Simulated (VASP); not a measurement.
# BAs (zincblende type) (F-43m) in VASP: further runs

BAs (zincblende type) is run at these levels: PBEsol; tasks: single point.

Program: VASP 6.6.1. These are calculated values, not measurements. Logs are shortened: lines on timing, memory, paths and dates and some standing lists are left out, and cuts for length are marked.

## Step 1: The cell of the first run

It takes space group F-43m (No. 216, cubic). Conventional cell: a = 4.569 Å, b = 4.569 Å, c = 4.569 Å, α = 90.00°, β = 90.00°, γ = 90.00°. Within 2.6 Å of B (site symmetry -43m) lie 4 As at 1.98 Å. Within 2.6 Å of As (site symmetry -43m) lie 4 B at 1.98 Å.

## Step 2: Single point, PBEsol (11.92 Å³/atom)

INCAR

```
PREC = Accurate
ENCUT = 520
EDIFF = 1E-7
ISMEAR = -1
SIGMA = 0.05
LREAL = False
LASPH = True
NELM = 60
ALGO = Normal
ISIF = 2
LWAVE = False
LCHARG = True
GGA = PS
LELF = True
LVHAR = True
NBANDS = 11
```

KPOINTS

```
Automatic mesh
0
Gamma
  14 14 14
```

POSCAR

```
BAs
1.0
    0.0000000000      2.2843538476      2.2843538476
    2.2843538476      0.0000000000      2.2843538476
    2.2843538476      2.2843538476      0.0000000000
B As
1 1
Direct
    0.0000000000      0.0000000000      0.0000000000
    0.2500000000      0.2500000000      0.2500000000
```

Potentials or basis: VASP PAW PBE potentials, release 64 (B, As).

Launch:

```bash
$ cat potpaw_PBE.64/B/POTCAR potpaw_PBE.64/As/POTCAR > POTCAR
$ mpirun -np 1 vasp_std > vasp.out
```

OUTCAR:

```text
PREC = Accurate
   ENCUT = 520
   EDIFF = 1E-7
   ISMEAR = -1
   LREAL = False
   LASPH = True
   NELM = 60
   ISIF = 2
   GGA = PS

 ion  position               nearest neighbor table
   1  0.000  0.000  0.000-   2 1.98   2 1.98   2 1.98   2 1.98
   2  0.250  0.250  0.250-   1 1.98   1 1.98   1 1.98   1 1.98

  LATTYP: Found a face centered cubic cell.
 ALAT       =     4.5687076952

  Lattice vectors:

 A1 = (   0.0000000000,   2.2843538476,   2.2843538476)
 A2 = (   2.2843538476,   0.0000000000,   2.2843538476)
 A3 = (   2.2843538476,   2.2843538476,   0.0000000000)

Analysis of symmetry for initial positions (statically):
=====================================================================
 Subroutine PRICEL returns:
 Original cell was already a primitive cell.

 Routine SETGRP: Setting up the symmetry group for a
 face centered cubic supercell.

 Subroutine GETGRP returns: Found 24 space group operations
 (whereof 24 operations were pure point group operations)
 out of a pool of 48 trial point group operations.

The static configuration has the point symmetry T_d .

Analysis of symmetry for dynamics (positions and initial velocities):
=====================================================================
 Subroutine PRICEL returns:
 Original cell was already a primitive cell.

 Routine SETGRP: Setting up the symmetry group for a
 face centered cubic supercell.

 Subroutine GETGRP returns: Found 24 space group operations
 (whereof 24 operations were pure point group operations)
 out of a pool of 48 trial point group operations.

The dynamic configuration has the point symmetry T_d .

 Subroutine INISYM returns: Found 24 space group operations
 (whereof 24 operations are pure point group operations),
 and found     1 'primitive' translations

----------------------------------------------------------------------------------------

                                     Primitive cell

  volume of cell :      23.8408

  direct lattice vectors                    reciprocal lattice vectors
     0.000000000  2.284353848  2.284353848    -0.218880276  0.218880276  0.218880276
     2.284353848  0.000000000  2.284353848     0.218880276 -0.218880276  0.218880276
     2.284353848  2.284353848  0.000000000     0.218880276  0.218880276 -0.218880276

  length of vectors
     3.230564193  3.230564193  3.230564193     0.379111758  0.379111758  0.379111758

  position of ions in fractional coordinates (direct lattice)
     0.000000000  0.000000000  0.000000000
     0.250000000  0.250000000  0.250000000

  ion indices of the primitive-cell ions
   primitive index   ion index
                 1           1
                 2           2

----------------------------------------------------------------------------------------

 KPOINTS: Automatic mesh

Automatic generation of k-mesh.
 Grid dimensions read from file:
 generate k-points for:   14   14   14

 Generating k-lattice:

  Cartesian coordinates                     Fractional coordinates (reciprocal lattice)
    -0.015634305  0.015634305  0.015634305     0.071428571  0.000000000  0.000000000
     0.015634305 -0.015634305  0.015634305     0.000000000  0.071428571  0.000000000
     0.015634305  0.015634305 -0.015634305     0.000000000  0.000000000  0.071428571

  Length of vectors
     0.027079411  0.027079411  0.027079411

  Shift w.r.t. Gamma in fractional coordinates (k-lattice)
     0.000000000  0.000000000  0.000000000

 Subroutine IBZKPT returns following result:
 ===========================================

 Found    104 irreducible k-points:

 Following reciprocal coordinates:
            Coordinates               Weight
  0.000000  0.000000  0.000000      1.000000
  0.071429  0.000000  0.000000      8.000000
  0.142857  0.000000  0.000000      8.000000
  0.214286  0.000000  0.000000      8.000000
  0.285714  0.000000  0.000000      8.000000
  0.357143  0.000000  0.000000      8.000000
[... 16 lines left out ...]
  0.214286  0.142857  0.000000     24.000000
  0.285714  0.142857  0.000000     24.000000
 [... further k-points ...]
   k-points           NKPTS =    104   k-points in BZ     NKDIM =    104   number of bands    NBANDS=     11
   number of dos      NEDOS =    301   number of ions     NIONS =      2
   total plane-waves  NPLWV =  13824
   dimension x,y,z NGX =    24 NGY =   24 NGZ =   24
   dimension x,y,z NGXF=    48 NGYF=   48 NGZF=   48
   ions per type =               1   1
   NGX,Y,Z   is equivalent  to a cutoff of  12.35, 12.35, 12.35 a.u.
   NGXF,Y,Z  is equivalent  to a cutoff of  24.70, 24.70, 24.70 a.u.
 SYSTEM =  unknown system
   PREC   = accura    normal or accurate (medium, high low for compatibility)
   ISTART =      0    job   : 0-new  1-cont  2-samecut
   ICHARG =      2    charge: 1-file 2-atom 10-const
   ISPIN  =      1    spin polarized calculation?
   LNONCOLLINEAR =      F non collinear calculations
   LSORBIT =      F    spin-orbit coupling
   LASPH  =      T    aspherical Exc in radial PAW
   ENCUT  =  520.0 eV  38.22 Ry    6.18 a.u.   6.01  6.01  6.01*2*pi/ulx,y,z
   NELM   =     60;   NELMIN=  2; NELMDL= -5     # of ELM steps
   EDIFF  = 0.1E-06   stopping-criterion for ELM
   LREAL  =      F    real-space projection
   EDIFFG = 0.1E-05   stopping-criterion for IOM
   NSW    =      0    number of steps for IOM
   IBRION =     -1    ionic relax: 0-MD 1-quasi-New 2-CG
   NFREE  =      0    steps in history (QN), initial steepest desc. (CG)
   ISIF   =      2    stress and relaxation
   ISYM   =      2    0-nonsym 1-usesym 2-fastsym
   POTIM  = 0.5000    time-step for ionic-motion
   TEBEG  =    0.0;   TEEND  =   0.0 temperature during run
   PSTRESS=    0.0 pullay stress
   NELECT =       8.0000    total number of electrons
   NUPDOWN=      -1.0000    fix difference up-down
   EMIN   =  10.00;   EMAX   =-10.00  energy-range for DOS
   EFERMI =   0.00;   METHOD = LEGACY
   ISMEAR =    -1;   SIGMA  =   0.05  broadening in eV -4-tet -1-fermi 0-gaus
   EFERMI_NEDOS =   21; number of points for ismear=-14 and -15
   IALGO  =     38    algorithm
   IMIX   =      4    mixing-type and parameters
     AMIX     =   0.40;   BMIX     =  1.00
     AMIX_MAG =   1.60;   BMIX_MAG =  1.00
  volume/ion in A,a.u.               =      11.92        80.44
  Fermi-wavevector in a.u.,A,eV,Ry     =   1.137622  2.149795 17.608451  1.294185
  Thomas-Fermi vector in A             =   2.274327
   LORBIT       =      0    0 simple, 1 ext, 2 COOP (PROOUT), +10 PAW based schemes
   GGA     = PS    functional components
   LHFCALC =     F    Hartree Fock is set to
   AEXX    =    0.0000 exact exchange contribution
   IVDW    =     0    specifies the selected vdW correction
   LEPSILON=     F    determine dielectric tensor
   LRPA    =     F    only Hartree local field effects (RPA)
 non-spin polarized calculation
  energy-cutoff  :      520.00
  volume of cell :       23.84
 maximum number of plane-waves:       654
   NGX = 13   NGY = 13   NGZ = 13

 number of electron       7.9999999 magnetization

 Free energy of the ion-electron system (eV)
  ---------------------------------------------------
  ext. energy  EPLUGINS =         0.00000000
  ---------------------------------------------------
  free energy    TOTEN  =       -11.96658760 eV

  energy without entropy =      -11.96658724  energy(sigma->0) =      -11.96658742

 E-fermi :   8.0562     XC(G=0): -11.3083

 val. band max:        7.6032319756   @ k =   0.0000   0.0000   0.0000
 cond. band min:       8.5481164661   @ k =   0.4286   0.4286   0.0000
 fundamental gap:      0.9448844905
 Fermi energy:         8.0561889595

 k-point     1 :       0.0000    0.0000    0.0000
  band No.  band energies     occupation
      1      -9.1304      2.00000
      2       7.6032      1.99977
      3       7.6032      1.99977
      4       7.6032      1.99977
      5      11.0262      0.00000
      6      11.0262      0.00000
      7      11.0262      0.00000
      8      14.0339      0.00000
      9      17.6747      0.00000
     10      21.1097      0.00000
     11      21.1097      0.00000

 k-point     2 :       0.0714    0.0000    0.0000
  band No.  band energies     occupation
      1      -9.0357      2.00000
      2       6.7424      2.00000
      3       7.4084      2.00000
      4       7.4084      2.00000
      5      11.2796      0.00000
      6      11.2796      0.00000
      7      11.2918      0.00000
      8      14.3589      0.00000
      9      18.0880      0.00000
     10      20.2182      0.00000
     11      20.2182      0.00000

 k-point     3 :       0.1429    0.0000    0.0000
  band No.  band energies     occupation
      1      -8.7532      2.00000
      2       5.0093      2.00000
      3       6.9733      2.00000
      4       6.9733      2.00000
      5      11.4644      0.00000
      6      11.8400      0.00000
      7      11.8400      0.00000
      8      15.1578      0.00000
      9      19.0363      0.00000
     10      19.3244      0.00000
     11      19.3244      0.00000

 k-point     4 :       0.2143    0.0000    0.0000
  band No.  band energies     occupation
      1      -8.2889      2.00000
      2       3.1097      2.00000
      3       6.5011      2.00000
      4       6.5011      2.00000
      5      11.4068      0.00000
      6      12.3618      0.00000
      7      12.3618      0.00000
      8      16.0011      0.00000
      9      19.0065      0.00000
     10      19.0065      0.00000
     11      19.4936      0.00000
[... 239 lines left out ...]
 k-point    22 :       0.1429    0.1429    0.0000
  band No.  band energies     occupation
      1      -8.6269      2.00000
      2       5.8888      2.00000
      3       5.9597      2.00000
      4       5.9597      2.00000
      5      10.0348      0.00000
      6      13.2012      0.00000
      7      13.2012      0.00000
      8      14.3609      0.00000
      9      17.9407      0.00000
     10      19.6923      0.00000
     11      21.6359      0.00000

 k-point    23 :       0.2143    0.1429    0.0000
  band No.  band energies     occupation
      1      -8.2846      2.00000
      2       4.3347      2.00000
      3       5.4550      2.00000
      4       5.8120      2.00000
      5      10.0532      0.00000
      6      13.5495      0.00000
      7      13.9395      0.00000
      8      14.1717      0.00000
      9      18.2118      0.00000
     10      20.7147      0.00000
     11      21.4110      0.00000

 k-point    24 :       0.2857    0.1429    0.0000
  band No.  band energies     occupation
      1      -7.7654      2.00000
      2       2.5865      2.00000
      3       5.0669      2.00000
      4       5.3667      2.00000
      5      10.4483      0.00000
      6      13.4819      0.00000
      7      14.2432      0.00000
      8      14.3823      0.00000
      9      18.9771      0.00000
     10      21.3344      0.00000
     11      21.4196      0.00000

 [... further k-points ...]

------------------------ aborting loop because EDIFF is reached ----------------------------------------

  FORCE on cell =-STRESS in cart. coord.  units (eV):
  Direction    XX          YY          ZZ          XY          YZ          ZX
  --------------------------------------------------------------------------------------
  -------------------------------------------------------------------------------------
  Total        3.6923806      3.6923806      3.6923806     -0.0000000     -0.0000000      0.0000000
  in kB      248.1400753    248.1400753    248.1400753     -0.0000000     -0.0000000      0.0000000
  external PRESSURE =     248.1400753 kB  Pullay stress =       0.0000000 kB

 VOLUME and BASIS-vectors are now :
 -----------------------------------------------------------------------------
  energy-cutoff  :      520.00
  volume of cell :       23.84
      direct lattice vectors                 reciprocal lattice vectors
     0.000000000  2.284353848  2.284353848    -0.218880276  0.218880276  0.218880276
     2.284353848  0.000000000  2.284353848     0.218880276 -0.218880276  0.218880276
     2.284353848  2.284353848  0.000000000     0.218880276  0.218880276 -0.218880276

 POSITION                                       TOTAL-FORCE (eV/Angst)
 -----------------------------------------------------------------------------------
      0.00000      0.00000      0.00000         0.000000      0.000000     -0.000000
      1.14218      1.14218      1.14218        -0.000000     -0.000000      0.000000
 -----------------------------------------------------------------------------------
    total drift:                                0.000000      0.000000      0.000000

  FREE ENERGIE OF THE ION-ELECTRON SYSTEM (eV)
  ---------------------------------------------------
  free  energy   TOTEN  =       -11.9665875971 eV

  energy  without entropy=      -11.9665872389  energy(sigma->0) =      -11.96658742
```

It took 12 s on 1 thread of Intel Xeon Platinum 8488C (Sapphire Rapids), shared host; peak memory 0.15 GiB.

Results:

```yaml
Free_energy: -11.9666 eV
Pressure: 24.8 GPa
Band_gap_on_the_k_mesh: 0.94 eV (least direct gap 3.42 eV)
```

Levels at points of the mesh, in eV from the valence-band top:
```tsv
k point	band 1	band 2	band 3	band 4	band 5	band 6	band 7	band 8
(0.00, 0.00, 0.00)	-16.73	0.00	0.00	0.00	3.42	3.42	3.42	6.43
(0.50, 0.00, 0.00)	-13.33	-9.88	-2.07	-2.07	3.49	4.87	4.87	8.92
(0.50, 0.50, 0.00)	-11.81	-9.33	-4.70	-4.70	1.15	1.18	12.67	12.67
```

Caveat: the cell stands under pressure; the PAW data sets were made with another functional, which shifts forces and pressure a little. A k mesh can miss the band edges.

## Step 3: Single point, PBEsol (11.92 Å³/atom)

INCAR

```
SYSTEM = BAs
PREC     = Accurate       ! precision mode
ENCUT    = 520            ! plane-wave cutoff, eV
EDIFF    = 1E-6           ! SCF threshold, eV
ISMEAR   = -1             ! smearing method
SIGMA    = 0.05           ! smearing width, eV
LREAL    = .False.        ! projectors in reciprocal space
LASPH    = .True.         ! aspherical terms in the spheres
NELM     = 100            ! most SCF steps
ALGO     = Normal         ! electronic algorithm
ISIF     = 2              ! what is computed and relaxed
LWAVE    = .False.        ! write WAVECAR
LCHARG   = .False.        ! write CHGCAR
GGA      = PS             ! functional
NBANDS   = 11             ! bands
```

KPOINTS

```
Automatic mesh
0
Gamma
  14 14 14
  0 0 0
```

POSCAR is that of step 2.

Potentials or basis: VASP PAW PBE potentials, release 64 (B, As).

Launch:

```bash
$ cat potpaw_PBE.64/B/POTCAR potpaw_PBE.64/As/POTCAR > POTCAR
$ mpirun -np 1 vasp_std > vasp.out
```

Wall time 10 s (1 thread of Intel Xeon Platinum 8488C (Sapphire Rapids), shared host); peak memory 0.15 GiB.

The run converged. Its results:

| Property | Result |
| --- | --- |
| Free energy | -11.9666 eV |
| Pressure | 24.8 GPa |
| Band gap on the k mesh | 0.94 eV (least direct gap 3.42 eV) |

Levels at points of the mesh, in eV from the valence-band top:
```
           k point  band 1  band 2  band 3  band 4  band 5  band 6  band 7  band 8
(0.00, 0.00, 0.00)  -16.73    0.00    0.00    0.00    3.42    3.42    3.42    6.43
(0.50, 0.00, 0.00)  -13.33   -9.88   -2.07   -2.07    3.49    4.87    4.87    8.92
(0.50, 0.50, 0.00)  -11.81   -9.33   -4.70   -4.70    1.15    1.18   12.67   12.67
```

Caveat: the cell stands under pressure; the PAW data sets were made with another functional, which shifts forces and pressure a little. A k mesh can miss the band edges.
